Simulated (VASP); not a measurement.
Crystal: Ni.

```xyz
1
Lattice="0.0000 1.7376 1.7376 1.7376 0.0000 1.7376 1.7376 1.7376 0.0000" Properties=species:S:1:pos:R:3 pbc="T T T"
Ni    0.0000    0.0000    0.0000
```

```yaml
Program: VASP 6.6.1
Task: relaxation of cell and atoms
Functional: PBE
Potentials_or_basis: VASP PAW PBE potentials, release 64 (Ni)
Cutoff: 600 eV
k_mesh: 13 × 13 × 13
Occupations: fermi-dirac, width 0.05 eV
Spin: collinear spin, ferromagnetic start
Starting_moments: "[1.0] μB"
```

At the start: pressure 7.9 GPa; volume 10.49 Å³/atom.

Q: How do energy, volume and symmetry change on relaxing?

A: Over 3 steps the energy falls by 9.1 meV/atom and the volume is 10.88 Å³/atom (+3.7 %); space group Fm-3m (No. 225, to 0.1 Å) before and after; moment 0.63 μB per cell.

Step by step:
```
step  energy change (eV)  largest force (eV/Å)  pressure (GPa)  volume (Å³)
   1              0.0000                0.0000            7.86        10.49
   2             -0.0002                0.0000           -6.68        11.29
   3             -0.0091                0.0000           -0.01        10.88
```

Final structure:
```cif
data_structure
_symmetry_space_group_name_H-M 'P 1'
_symmetry_Int_Tables_number 1
_cell_length_a 2.4873
_cell_length_b 2.4873
_cell_length_c 2.4873
_cell_angle_alpha 60.000
_cell_angle_beta 60.000
_cell_angle_gamma 60.000
_cell_volume 10.88
loop_
_atom_site_label
_atom_site_type_symbol
_atom_site_fract_x
_atom_site_fract_y
_atom_site_fract_z
_atom_site_occupancy
Ni1 Ni 0.00000 0.00000 0.00000 1
```
